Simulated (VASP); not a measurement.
A run of VASP 6.6.1:

INCAR

```
ALGO = Normal
EDIFF = 1E-8
ENCUT = 520
IBRION = 8
ISIF = 2
ISMEAR = -1
LASPH = True
LCHARG = False
LREAL = False
LWAVE = False
NBANDS = 17
NELM = 60
NSW = 1
PREC = Accurate
SIGMA = 0.15
```

KPOINTS

```
k-points
0
Gamma
  18 18 12
```

Contents of POSCAR:

```
B2W
1.0
    3.0032054706      0.0000000000      0.0000000000
   -1.5016027353      2.6008522304      0.0000000000
    0.0000000000      0.0000000000      3.3398551813
B W
2 1
Direct
    0.3333333333      0.6666666667      0.5000000000
    0.6666666667      0.3333333333      0.5000000000
    0.0000000000      0.0000000000      0.0000000000
```

Potentials or basis: VASP PAW LDA potentials, release 64 (B, W_sv).

The run is started by

```bash
$ cat potpaw_LDA.64/B/POTCAR potpaw_LDA.64/W_sv/POTCAR > POTCAR
$ mpirun -np 1 vasp_std > vasp.out
```

Hardware: 1 thread of Intel(R) Xeon(R) Platinum 8559C (Emerald Rapids), on a shared host.

Problem. How long does it take, and how much memory?

Solution. Run time: 11 min on 1 thread of Intel(R) Xeon(R) Platinum 8559C (Emerald Rapids), with other jobs on the host, peak memory 1 GiB. Counts: scf iterations 72, k points 259.
